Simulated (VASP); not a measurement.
Wanted: the native input for a VASP 6.6.1 run.

* Task: single point
* Functional: PBE
* Potentials or basis: VASP PAW PBE potentials, release 64 (Ti_sv, N)
* Cutoff: 520 eV
* k mesh: 12 × 12 × 9
* Occupations: fermi-dirac, width 0.08 eV
* Spin: no spin polarisation
* Dipole correction: no
* Further INCAR settings: ALGO = Normal; EDIFF = 1e-07; NBANDS = 25

The structure of TiN (rocksalt type) lies in POSCAR:

```
TiN
1.0
    2.1236374924      2.1236374924      0.0000000000
   -2.1236374924      2.1236374924      0.0000000000
    0.0000000000      0.0000000000      4.2472749848
Ti N
2 2
Direct
    0.0000000000      0.0000000000      0.0000000000
    0.5000000000      0.5000000000      0.5000000000
    0.5000000000      0.5000000000      0.0000000000
    0.0000000000      0.0000000000      0.5000000000
```

One way to write it, as run:

INCAR

```
  ALGO = Normal
  EDIFF = 1E-7
  ENCUT = 520
  GGA = PE
  ISIF = 2
  ISMEAR = -1
  LASPH = True
  LCHARG = False
  LREAL = False
  LWAVE = False
  NBANDS = 25
  NELM = 80
  PREC = Accurate
  SIGMA = 0.08
```

KPOINTS

```
k-points
0
Gamma
  12 12 9
```

Potentials or basis: VASP PAW PBE potentials, release 64 (Ti_sv, N).

The run is started by

```console
$ cat potpaw_PBE.64/Ti_sv/POTCAR potpaw_PBE.64/N/POTCAR > POTCAR
$ mpirun -np 1 vasp_std > vasp.out
```

It gave:

```yaml
Pressure: 0.4 GPa
Band_gap_on_the_k_mesh: zero (band 17 reaches 13.04 eV, above the bottom of band 18 at 8.35 eV)
```

It took 60 s on 1 thread of Intel(R) Xeon(R) 6975P-C (Granite Rapids), on a shared host, peak memory 0.23 GiB.
